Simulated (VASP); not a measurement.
# ZnO (P6_3mc) in VASP: notebook, part 2 of 2

VASP 6.6.1. Earlier steps stand in the parts before.

## 3. Single point, PBEsol

File INCAR:

```
PREC = Accurate
ENCUT = 520
EDIFF = 1E-6
ISMEAR = 0
SIGMA = 0.05
LREAL = F
LASPH = T
NELM = 80
ALGO = Normal
ISIF = 2
LWAVE = F
LCHARG = F
GGA = PS
NBANDS = 26
```

File KPOINTS:

```
regular mesh
0
Gamma
  9 9 6
```

File POSCAR:

```
ZnO
1.0
    3.2905078253      0.0000000000      0.0000000000
   -1.6452539126      2.8496633681      0.0000000000
    0.0000000000      0.0000000000      5.0282250078
Zn O
2 2
Direct
    0.3333333333      0.6666666667      0.0015754469
    0.6666666667      0.3333333333      0.5015754469
    0.3333333333      0.6666666667      0.3654345349
    0.6666666667      0.3333333333      0.8654345349
```

Potentials or basis: VASP PAW PBE potentials, release 64 (Zn, O).

Command:

```sh
$ cat potpaw_PBE.64/Zn/POTCAR potpaw_PBE.64/O/POTCAR > POTCAR
$ mpirun -np 1 vasp_std > vasp.out
```

OUTCAR:

```text
PREC = Accurate
   ENCUT = 520
   EDIFF = 1E-6
   ISMEAR = 0
   LREAL = F
   LASPH = T
   NELM = 80
   ISIF = 2
   GGA = PS

 ion  position               nearest neighbor table
   1  0.333  0.667  0.002-   3 1.83   4 2.02   4 2.02   4 2.02
   2  0.667  0.333  0.502-   4 1.83   3 2.02   3 2.02   3 2.02
   3  0.333  0.667  0.365-   1 1.83   2 2.02   2 2.02   2 2.02
   4  0.667  0.333  0.865-   2 1.83   1 2.02   1 2.02   1 2.02

  LATTYP: Found a hexagonal cell.
 ALAT       =     3.2905078253
 C/A-ratio  =     1.5281000000

  Lattice vectors:

 A1 = (   3.2905078253,   0.0000000000,   0.0000000000)
 A2 = (  -1.6452539126,   2.8496633681,   0.0000000000)
 A3 = (   0.0000000000,   0.0000000000,   5.0282250078)

Analysis of symmetry for initial positions (statically):
=====================================================================
 Subroutine PRICEL returns:
 Original cell was already a primitive cell.

 Routine SETGRP: Setting up the symmetry group for a
 hexagonal supercell.

 Subroutine GETGRP returns: Found 12 space group operations
 (whereof  6 operations were pure point group operations)
 out of a pool of 24 trial point group operations.

The static configuration has the point symmetry C_3v.
 The point group associated with its full space group is C_6v.

Analysis of symmetry for dynamics (positions and initial velocities):
=====================================================================
 Subroutine PRICEL returns:
 Original cell was already a primitive cell.

 Routine SETGRP: Setting up the symmetry group for a
 hexagonal supercell.

 Subroutine GETGRP returns: Found 12 space group operations
 (whereof  6 operations were pure point group operations)
 out of a pool of 24 trial point group operations.

The dynamic configuration has the point symmetry C_3v.
 The point group associated with its full space group is C_6v.

 Subroutine INISYM returns: Found 12 space group operations
 (whereof  6 operations are pure point group operations),
[... 119 lines left out ...]
     AMIX     =   0.40;   BMIX     =  1.00
     AMIX_MAG =   1.60;   BMIX_MAG =  1.00
  volume/ion in A,a.u.               =      11.79        79.54
  Fermi-wavevector in a.u.,A,eV,Ry     =   1.496300  2.827597 30.462260  2.238913
  Thomas-Fermi vector in A             =   2.608334
   LORBIT       =      0    0 simple, 1 ext, 2 COOP (PROOUT), +10 PAW based schemes
   GGA     = PS    functional components
   LHFCALC =     F    Hartree Fock is set to
   AEXX    =    0.0000 exact exchange contribution
   IVDW    =     0    specifies the selected vdW correction
   LEPSILON=     F    determine dielectric tensor
   LRPA    =     F    only Hartree local field effects (RPA)
 non-spin polarized calculation
 Gauss-broadening in eV      SIGMA  =   0.05
  energy-cutoff  :      520.00
  volume of cell :       47.15
 maximum number of plane-waves:      1287
   NGX = 13   NGY = 13   NGZ = 19

 number of electron      36.0000028 magnetization

 Free energy of the ion-electron system (eV)
  ---------------------------------------------------
  ext. energy  EPLUGINS =         0.00000000
  ---------------------------------------------------
  free energy    TOTEN  =       -19.17639771 eV

  energy without entropy =      -19.17639771  energy(sigma->0) =      -19.17639771

 E-fermi :   1.3937     XC(G=0): -11.2275

 val. band max:        1.1810824901   @ k =   0.0000   0.0000   0.0000
 cond. band min:       1.8792726895   @ k =   0.0000   0.0000   0.0000
 fundamental gap:      0.6981901994
 Fermi energy:         1.3936593238

 k-point     1 :       0.0000    0.0000    0.0000
  band No.  band energies     occupation
      1     -17.0382      2.00000
      2     -16.1879      2.00000
      3      -4.7966      2.00000
      4      -4.6552      2.00000
      5      -4.5736      2.00000
      6      -4.5736      2.00000
[... 685 lines left out ...]
     25      14.4591      0.00000
     26      15.4975      0.00000

 [... further k-points ...]

------------------------ aborting loop because EDIFF is reached ----------------------------------------

  FORCE on cell =-STRESS in cart. coord.  units (eV):
  Direction    XX          YY          ZZ          XY          YZ          ZX
  --------------------------------------------------------------------------------------
  -------------------------------------------------------------------------------------
  Total       -1.4386023     -1.4386023      6.1659168     -0.0000000      0.0000000      0.0000000
  in kB      -48.8855103    -48.8855103    209.5255813     -0.0000000      0.0000000      0.0000000
  external PRESSURE =      37.2515203 kB  Pullay stress =       0.0000000 kB

 VOLUME and BASIS-vectors are now :
 -----------------------------------------------------------------------------
  energy-cutoff  :      520.00
  volume of cell :       47.15
      direct lattice vectors                 reciprocal lattice vectors
     3.290507825  0.000000000  0.000000000     0.303904459  0.175459321  0.000000000
    -1.645253913  2.849663368  0.000000000     0.000000000  0.350918642  0.000000000
     0.000000000  0.000000000  5.028225008     0.000000000  0.000000000  0.198877337

 POSITION                                       TOTAL-FORCE (eV/Angst)
 -----------------------------------------------------------------------------------
     -0.00000      1.89978      0.00792         0.000000      0.000000     -1.586491
      1.64525      0.94989      2.52203        -0.000000      0.000000     -1.586491
     -0.00000      1.89978      1.83749         0.000000      0.000000      1.586491
      1.64525      0.94989      4.35160        -0.000000     -0.000000      1.586491
 -----------------------------------------------------------------------------------
    total drift:                               -0.000000      0.000000     -0.001619

  FREE ENERGIE OF THE ION-ELECTRON SYSTEM (eV)
  ---------------------------------------------------
  free  energy   TOTEN  =       -19.1763977083 eV

  energy  without entropy=      -19.1763977083  energy(sigma->0) =      -19.17639771
```

It took 77 s on 1 thread of AMD EPYC 7R13, shared host; peak memory 0.16 GiB.

Results:

```yaml
Free_energy: -19.1764 eV
Pressure: 3.7 GPa
Largest_force: 1.586 eV/Å
Band_gap_on_the_k_mesh: 0.70 eV
```

Forces on the atoms (eV/Å):
```
Zn   0.000  0.000 -1.586
Zn   0.000  0.000 -1.586
O    0.000  0.000  1.586
O    0.000  0.000  1.586
```

Stress tensor (GPa, compression positive):
```
-4.89  0.00  0.00
 0.00 -4.89  0.00
 0.00  0.00 20.95
```

Caveat: the cell stands under pressure; the PAW data sets were made with another functional, which shifts forces and pressure a little.
